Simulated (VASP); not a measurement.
Input of a VASP 6.6.1 run:

The input INCAR:

```
PREC = Accurate
ENCUT = 520
EDIFF = 1E-6
ISMEAR = 0
SIGMA = 0.1
LREAL = False
LASPH = True
NELM = 60
ALGO = Normal
ISIF = 2
LWAVE = False
LCHARG = False
GGA = PE
NBANDS = 36
```

Contents of KPOINTS:

```
Automatic mesh
0
Gamma
  8 6 12
```

POSCAR

```
SiC
1.0
    5.2229903893      0.0000000000      0.0000000000
    0.0000000000      8.1921745756      0.0000000000
    0.0000000000      0.0000000000      2.9364652728
Si C
6 6
Direct
    0.5911647288      0.6449800955      0.5000000000
    0.4088352712      0.3550199045      0.5000000000
    0.0000000000      0.5000000000      0.0000000000
    0.0911647288      0.8550199045      0.5000000000
    0.9088352712      0.1449800955      0.5000000000
    0.5000000000      0.0000000000      0.0000000000
    0.0550001551      0.3464769682      0.5000000000
    0.9449998449      0.6535230318      0.5000000000
    0.5000000000      0.5000000000      0.0000000000
    0.5550001551      0.1535230318      0.5000000000
    0.4449998449      0.8464769682      0.5000000000
    0.0000000000      0.0000000000      0.0000000000
```

Potentials or basis: VASP PAW PBE potentials, release 64 (Si, C).

The run is started by

```bash
$ cat potpaw_PBE.64/Si/POTCAR potpaw_PBE.64/C/POTCAR > POTCAR
$ mpirun -np 1 vasp_std > vasp.out
```

What does it give for the pressure?

0.0 GPa.

Predict the band gap on the k mesh.

zero (band 24 reaches 9.14 eV, above the bottom of band 25 at 8.91 eV).

Forces on the atoms (eV/Å):
```
Si   0.001 -0.017  0.000
Si  -0.001  0.017  0.000
Si   0.000  0.000  0.000
Si   0.001  0.017  0.000
Si  -0.001 -0.017  0.000
Si   0.000  0.000  0.000
C    0.004 -0.005  0.000
C   -0.004  0.005  0.000
C    0.000  0.000  0.000
C    0.004  0.005  0.000
C   -0.004 -0.005  0.000
C    0.000  0.000  0.000
```
